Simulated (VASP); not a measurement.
AsSe4:

```
As Se
1.0
     4.03538   -4.23743    0.00000
     4.03538    4.23743    0.00000
     0.00000    0.00000    3.62365
As Se
1 4
Direct
  0.00000 0.00000 0.00000
  0.81060 0.18940 0.50000
  0.18940 0.81060 0.50000
  0.28520 0.28520 0.00000
  0.71480 0.71480 0.00000
```

The cell was built from a structure type or drawn by symmetry, and may not be a known phase.

```yaml
Program: VASP 6.6.1
Task: relaxation of cell and atoms
Functional: PBE
Potentials_or_basis: VASP PAW PBE potentials, release 64 (As, Se)
Cutoff: 600 eV
k_mesh: 4 × 4 × 6
Occupations: gaussian, width 0.1 eV
Spin: no spin polarisation
```

At the start: pressure 7.5 GPa; volume 24.79 Å³/atom.

Q: Where does the relaxation end?

A: Over 42 steps the energy falls by 338.5 meV/atom and the volume is 23.05 Å³/atom (-7.0 %); space group Cmmm (No. 65, to 0.1 Å) before and after.

Step by step:
```csv
step,energy change (eV),largest force (eV/Å),pressure (GPa),volume (Å³)
1,0.0000,2.6659,7.55,123.93
3,-0.6361,0.7972,-2.38,138.46
5,-1.2031,0.4968,-0.15,119.69
7,-1.2143,0.4213,0.45,117.80
9,-1.2542,0.2125,-0.45,117.65
11,-1.2795,0.4550,1.51,112.85
13,-1.2781,0.5069,1.88,112.12
15,-1.2947,0.5195,2.08,111.59
17,-1.3395,0.3177,3.47,109.11
19,-1.3700,0.1213,3.15,109.98
21,-1.4672,0.0669,0.72,113.96
23,-1.4847,0.0340,-0.76,116.91
25,-1.4903,0.0109,-0.50,116.42
27,-1.4946,0.3608,1.29,113.62
29,-1.5096,0.2056,0.43,114.90
31,-1.5658,0.4071,0.56,114.74
33,-1.3752,0.3749,1.66,110.48
35,-1.6273,0.6423,0.66,114.02
37,-1.6568,0.4030,-0.16,114.99
39,-1.6843,0.0701,1.15,113.12
41,-1.6918,0.0319,0.23,114.71
42,-1.6924,0.0141,-0.05,115.27
```

Final structure:
```
CELL_PARAMETERS angstrom
4.05170 -3.62161 0.00000
4.05170 3.62161 0.00000
0.00000 0.00000 3.92769
ATOMIC_POSITIONS crystal
As 0.00000 0.00000 0.00000
Se 0.74563 0.25437 0.50000
Se 0.25437 0.74563 0.50000
Se 0.33457 0.33457 0.00000
Se 0.66543 0.66543 0.00000
```
